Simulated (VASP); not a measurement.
# HfC (Fm-3m) in VASP: notebook

HfC is run at these levels: LDA; tasks: single point.

All numbers are computed with VASP 6.6.1; they aren't measurements. Logs are shortened: lines on timing, memory, paths and dates and some standing lists are left out, and cuts for length are marked.

## (1) The cell of the first run

The structure is cubic, space group Fm-3m (No. 225). Conventional cell: a = 4.521 Å, b = 4.521 Å, c = 4.521 Å, α = 90.00°, β = 90.00°, γ = 90.00°. Hf (site symmetry m-3m) has 6 C at 2.26 Å within 3.0 Å. C (site symmetry m-3m) has 6 Hf at 2.26 Å within 3.0 Å.

## (2) Single point, LDA

File INCAR:

```
SYSTEM = HfC
  ALGO = Normal
  EDIFF = 1E-6
  ENCUT = 600
  GGA_COMPAT = .FALSE.
  ISIF = 2
  ISMEAR = 0
  LASPH = .TRUE.
  LCHARG = .FALSE.
  LREAL = .FALSE.
  LWAVE = .FALSE.
  NBANDS = 14
  NELM = 120
  PREC = Accurate
  SIGMA = 0.05
```

File KPOINTS:

```
k-points
0
G
  6 6 6
  0 0 0
```

File POSCAR:

```
HfC
1.0
    0.0000000000      2.2605269449      2.2605269449
    2.2605269449      0.0000000000      2.2605269449
    2.2605269449      2.2605269449      0.0000000000
Hf C
1 1
Direct
    0.0000000000      0.0000000000      0.0000000000
    0.5000000000      0.5000000000      0.5000000000
```

Potentials or basis: VASP PAW LDA potentials, release 64 (Hf_pv, C).

On the command line:

```console
> cat potpaw_LDA.64/Hf_pv/POTCAR potpaw_LDA.64/C/POTCAR > POTCAR
> mpirun -np 1 vasp_std > vasp.out
```

OUTCAR:

```text
SYSTEM = HfC
   EDIFF = 1E-6
   ENCUT = 600
   ISIF = 2
   ISMEAR = 0
   LASPH = .TRUE.
   LREAL = .FALSE.
   NELM = 120
   PREC = Accurate

 ion  position               nearest neighbor table
   1  0.000  0.000  0.000-   2 2.26   2 2.26   2 2.26   2 2.26   2 2.26   2 2.26
   2  0.500  0.500  0.500-   1 2.26   1 2.26   1 2.26   1 2.26   1 2.26   1 2.26

  LATTYP: Found a face centered cubic cell.
 ALAT       =     4.5210538898

  Lattice vectors:

 A1 = (   0.0000000000,   2.2605269449,   2.2605269449)
 A2 = (   2.2605269449,   0.0000000000,   2.2605269449)
 A3 = (   2.2605269449,   2.2605269449,   0.0000000000)

Analysis of symmetry for initial positions (statically):
=====================================================================
 Subroutine PRICEL returns:
 Original cell was already a primitive cell.

 Routine SETGRP: Setting up the symmetry group for a
 face centered cubic supercell.

 Subroutine GETGRP returns: Found 48 space group operations
 (whereof 48 operations were pure point group operations)
 out of a pool of 48 trial point group operations.

The static configuration has the point symmetry O_h .

Analysis of symmetry for dynamics (positions and initial velocities):
=====================================================================
 Subroutine PRICEL returns:
 Original cell was already a primitive cell.

 Routine SETGRP: Setting up the symmetry group for a
 face centered cubic supercell.

 Subroutine GETGRP returns: Found 48 space group operations
 (whereof 48 operations were pure point group operations)
 out of a pool of 48 trial point group operations.

The dynamic configuration has the point symmetry O_h .

 Subroutine INISYM returns: Found 48 space group operations
 (whereof 48 operations are pure point group operations),
 and found     1 'primitive' translations

----------------------------------------------------------------------------------------

                                     Primitive cell

  volume of cell :      23.1025

  direct lattice vectors                    reciprocal lattice vectors
     0.000000000  2.260526945  2.260526945    -0.221187366  0.221187366  0.221187366
     2.260526945  0.000000000  2.260526945     0.221187366 -0.221187366  0.221187366
     2.260526945  2.260526945  0.000000000     0.221187366  0.221187366 -0.221187366

  length of vectors
     3.196867864  3.196867864  3.196867864     0.383107755  0.383107755  0.383107755

  position of ions in fractional coordinates (direct lattice)
     0.000000000  0.000000000  0.000000000
     0.500000000  0.500000000  0.500000000

  ion indices of the primitive-cell ions
   primitive index   ion index
                 1           1
                 2           2

----------------------------------------------------------------------------------------

 KPOINTS: k-points

Automatic generation of k-mesh.
 Grid dimensions read from file:
 generate k-points for:    6    6    6

 Generating k-lattice:

  Cartesian coordinates                     Fractional coordinates (reciprocal lattice)
    -0.036864561  0.036864561  0.036864561     0.166666667  0.000000000  0.000000000
     0.036864561 -0.036864561  0.036864561     0.000000000  0.166666667  0.000000000
     0.036864561  0.036864561 -0.036864561     0.000000000  0.000000000  0.166666667

  Length of vectors
     0.063851293  0.063851293  0.063851293

  Shift w.r.t. Gamma in fractional coordinates (k-lattice)
     0.000000000  0.000000000  0.000000000

 Subroutine IBZKPT returns following result:
 ===========================================

 Found     16 irreducible k-points:

 Following reciprocal coordinates:
            Coordinates               Weight
  0.000000  0.000000  0.000000      1.000000
  0.166667  0.000000  0.000000      8.000000
  0.333333  0.000000  0.000000      8.000000
  0.500000  0.000000  0.000000      4.000000
  0.166667  0.166667  0.000000      6.000000
  0.333333  0.166667  0.000000     24.000000
[... 8 lines left out ...]
 -0.333333  0.333333  0.166667     24.000000
 -0.333333  0.500000  0.166667     12.000000
   k-points           NKPTS =     16   k-points in BZ     NKDIM =     16   number of bands    NBANDS=     14
   number of dos      NEDOS =    301   number of ions     NIONS =      2
   total plane-waves  NPLWV =  21952
   dimension x,y,z NGX =    28 NGY =   28 NGZ =   28
   dimension x,y,z NGXF=    56 NGYF=   56 NGZF=   56
   ions per type =               1   1
   NGX,Y,Z   is equivalent  to a cutoff of  14.56, 14.56, 14.56 a.u.
   NGXF,Y,Z  is equivalent  to a cutoff of  29.12, 29.12, 29.12 a.u.
 SYSTEM =  HfC
   PREC   = accura    normal or accurate (medium, high low for compatibility)
   ISTART =      0    job   : 0-new  1-cont  2-samecut
   ICHARG =      2    charge: 1-file 2-atom 10-const
   ISPIN  =      1    spin polarized calculation?
   LNONCOLLINEAR =      F non collinear calculations
   LSORBIT =      F    spin-orbit coupling
   LASPH  =      T    aspherical Exc in radial PAW
   ENCUT  =  600.0 eV  44.10 Ry    6.64 a.u.   6.38  6.38  6.38*2*pi/ulx,y,z
   NELM   =    120;   NELMIN=  2; NELMDL= -5     # of ELM steps
   EDIFF  = 0.1E-05   stopping-criterion for ELM
   LREAL  =      F    real-space projection
   EDIFFG = 0.1E-04   stopping-criterion for IOM
   NSW    =      0    number of steps for IOM
   IBRION =     -1    ionic relax: 0-MD 1-quasi-New 2-CG
   NFREE  =      0    steps in history (QN), initial steepest desc. (CG)
   ISIF   =      2    stress and relaxation
   ISYM   =      2    0-nonsym 1-usesym 2-fastsym
   POTIM  = 0.5000    time-step for ionic-motion
   TEBEG  =    0.0;   TEEND  =   0.0 temperature during run
   PSTRESS=    0.0 pullay stress
   NELECT =      14.0000    total number of electrons
   NUPDOWN=      -1.0000    fix difference up-down
   EMIN   =  10.00;   EMAX   =-10.00  energy-range for DOS
   EFERMI =   0.00;   METHOD = LEGACY
   ISMEAR =     0;   SIGMA  =   0.05  broadening in eV -4-tet -1-fermi 0-gaus
   EFERMI_NEDOS =   21; number of points for ismear=-14 and -15
   IALGO  =     38    algorithm
   IMIX   =      4    mixing-type and parameters
     AMIX     =   0.40;   BMIX     =  1.00
     AMIX_MAG =   1.60;   BMIX_MAG =  1.00
  volume/ion in A,a.u.               =      11.55        77.95
  Fermi-wavevector in a.u.,A,eV,Ry     =   1.385366  2.617962 26.112827  1.919239
  Thomas-Fermi vector in A             =   2.509783
   LORBIT       =      0    0 simple, 1 ext, 2 COOP (PROOUT), +10 PAW based schemes
   GGA     = CA    functional components
   LHFCALC =     F    Hartree Fock is set to
   AEXX    =    0.0000 exact exchange contribution
   IVDW    =     0    specifies the selected vdW correction
   LEPSILON=     F    determine dielectric tensor
   LRPA    =     F    only Hartree local field effects (RPA)
 non-spin polarized calculation
 Gauss-broadening in eV      SIGMA  =   0.05
  energy-cutoff  :      600.00
  volume of cell :       23.10
 maximum number of plane-waves:       785
 NGX is ok and might be reduce to    28
   NGX = 13   NGY = 13   NGZ = 13

 number of electron      14.0000001 magnetization

 Free energy of the ion-electron system (eV)
  ---------------------------------------------------
  ext. energy  EPLUGINS =         0.00000000
  ---------------------------------------------------
  free energy    TOTEN  =       -22.85456032 eV

  energy without entropy =      -22.85456025  energy(sigma->0) =      -22.85456028

 E-fermi :   6.4404     XC(G=0): -12.9016

 val. band max:        6.2768938478   @ k =   0.1667   0.1667   0.0000
 cond. band min:       6.5985959332   @ k =   0.5000   0.5000   0.0000
 fundamental gap:      0.3217020854
 Fermi energy:         6.4404142315

 k-point     1 :       0.0000    0.0000    0.0000
  band No.  band energies     occupation
      1     -22.4684      2.00000
      2     -22.4684      2.00000
      3     -22.4684      2.00000
      4      -6.0221      2.00000
      5       7.6191      0.00000
      6       7.6191      0.00000
      7       7.6191      0.00000
      8       7.8487      0.00000
      9       7.8487      0.00000
     10       7.8487      0.00000
     11      10.1178      0.00000
     12      10.1178      0.00000
     13      14.5310      0.00000
     14      17.8156      0.00000

 k-point     2 :       0.1667    0.0000    0.0000
  band No.  band energies     occupation
      1     -22.7218      2.00000
      2     -22.4918      2.00000
      3     -22.4918      2.00000
      4      -5.2465      2.00000
      5       4.9134      2.00000
      6       5.5826      2.00000
      7       5.5826      2.00000
      8       8.8041      0.00000
      9       8.8041      0.00000
     10       9.1889      0.00000
     11      12.7682      0.00000
     12      12.7682      0.00000
     13      15.7448      0.00000
     14      19.7776      0.00000

 k-point     3 :       0.3333    0.0000    0.0000
  band No.  band energies     occupation
      1     -23.1931      2.00000
      2     -22.5378      2.00000
      3     -22.5378      2.00000
      4      -3.3616      2.00000
      5       1.9822      2.00000
      6       3.8485      2.00000
      7       3.8485      2.00000
      8      10.4835      0.00000
      9      10.7630      0.00000
     10      10.7630      0.00000
     11      16.3635      0.00000
     12      16.5994      0.00000
     13      16.5994      0.00000
     14      19.8579      0.00000
[... 188 lines left out ...]
 k-point    15 :      -0.3333    0.3333    0.1667
  band No.  band energies     occupation
      1     -23.1819      2.00000
      2     -22.9301      2.00000
      3     -22.7053      2.00000
      4      -2.8445      2.00000
      5       2.0896      2.00000
      6       3.7873      2.00000
      7       4.0910      2.00000
      8      10.4552      0.00000
      9      10.5032      0.00000
     10      13.4322      0.00000
     11      15.8276      0.00000
     12      16.2403      0.00000
     13      19.6805      0.00000
     14      19.8512      0.00000

 k-point    16 :      -0.3333    0.5000    0.1667
  band No.  band energies     occupation
      1     -23.1729      2.00000
      2     -22.9203      2.00000
      3     -22.8052      2.00000
      4      -3.4337      2.00000
      5       3.8967      2.00000
      6       3.9381      2.00000
      7       4.0440      2.00000
      8       8.6469      0.00000
      9      12.1508      0.00000
     10      13.8662      0.00000
     11      14.0101      0.00000
     12      16.0578      0.00000
     13      19.3071      0.00000
     14      19.9239      0.00000

------------------------ aborting loop because EDIFF is reached ----------------------------------------

  FORCE on cell =-STRESS in cart. coord.  units (eV):
  Direction    XX          YY          ZZ          XY          YZ          ZX
  --------------------------------------------------------------------------------------
  -------------------------------------------------------------------------------------
  Total        1.5156243      1.5156243      1.5156243      0.0000000      0.0000000      0.0000000
  in kB      105.1097706    105.1097706    105.1097706      0.0000000      0.0000000      0.0000000
  external PRESSURE =     105.1097706 kB  Pullay stress =       0.0000000 kB

 VOLUME and BASIS-vectors are now :
 -----------------------------------------------------------------------------
  energy-cutoff  :      600.00
  volume of cell :       23.10
      direct lattice vectors                 reciprocal lattice vectors
     0.000000000  2.260526945  2.260526945    -0.221187366  0.221187366  0.221187366
     2.260526945  0.000000000  2.260526945     0.221187366 -0.221187366  0.221187366
     2.260526945  2.260526945  0.000000000     0.221187366  0.221187366 -0.221187366

 POSITION                                       TOTAL-FORCE (eV/Angst)
 -----------------------------------------------------------------------------------
      0.00000      0.00000      0.00000        -0.000000      0.000000     -0.000000
      2.26053      2.26053      2.26053         0.000000     -0.000000      0.000000
 -----------------------------------------------------------------------------------
    total drift:                                0.000000      0.000000      0.000000

  FREE ENERGIE OF THE ION-ELECTRON SYSTEM (eV)
  ---------------------------------------------------
  free  energy   TOTEN  =       -22.8545603201 eV

  energy  without entropy=      -22.8545602484  energy(sigma->0) =      -22.85456028
```

It took 13 s on 1 thread of Intel Xeon 8259CL, shared host; peak memory 0.15 GiB.

What came out:

```yaml
Free_energy: -22.8546 eV
Pressure: 10.5 GPa
Band_gap_on_the_k_mesh: zero (band 7 reaches 7.62 eV, above the bottom of band 8 at 6.25 eV)
```

Caveat: the k points lie up to 0.40 Å⁻¹ apart; spin-orbit coupling is left out, which moves the levels of the heavy elements.

## (3) Single point, LDA

This run uses another cell than the first one, of 11.95 Å³/atom, 1.035 times its volume.

File INCAR:

```
PREC = Accurate
ENCUT = 600
EDIFF = 1E-6
ISMEAR = 0
SIGMA = 0.05
LREAL = False
LASPH = True
NELM = 120
ALGO = Normal
ISIF = 2
LWAVE = False
LCHARG = False
GGA = CA
NBANDS = 14
GGA_COMPAT = False
```

File KPOINTS:

```
regular mesh
0
Gamma
  6 6 6
```

File POSCAR:

```
HfC
1.0
    0.0000000000      2.2863928633      2.2863928633
    2.2863928633      0.0000000000      2.2863928633
    2.2863928633      2.2863928633      0.0000000000
Hf C
1 1
Direct
    0.0000000000      0.0000000000      0.0000000000
    0.5000000000      0.5000000000      0.5000000000
```

Potentials or basis: VASP PAW LDA potentials, release 64 (Hf_pv, C).

On the command line:

```console
> cat potpaw_LDA.64/Hf_pv/POTCAR potpaw_LDA.64/C/POTCAR > POTCAR
> mpirun -np 1 vasp_std > vasp.out
```

Run time: 12 s. Hardware: 1 thread of Intel Xeon 8259CL, shared host; peak memory 0.14 GiB.

The run converged. Its results:

* Free energy: -22.8825 eV
* Pressure: 0.6 GPa
* Band gap on the k mesh: zero (band 7 reaches 7.32 eV, above the bottom of band 8 at 5.95 eV)

Levels at points of the mesh, in eV from the Fermi level:
```
           k point  band 3  band 4  band 5  band 6  band 7  band 8  band 9  band 10  band 11  band 12
(0.00, 0.00, 0.00)  -29.05  -12.28    1.18    1.18    1.18    1.42    1.42     1.42     3.59     3.59
(0.50, 0.00, 0.00)  -29.14   -8.13   -6.24   -3.05   -3.05    5.61    5.61     6.14     7.01    12.10
(0.50, 0.50, 0.00)  -29.34  -10.34   -2.32   -1.90    0.13    0.13    5.65     7.14     7.14     9.14
```

Caveat: the k points lie up to 0.40 Å⁻¹ apart; spin-orbit coupling is left out, which moves the levels of the heavy elements.
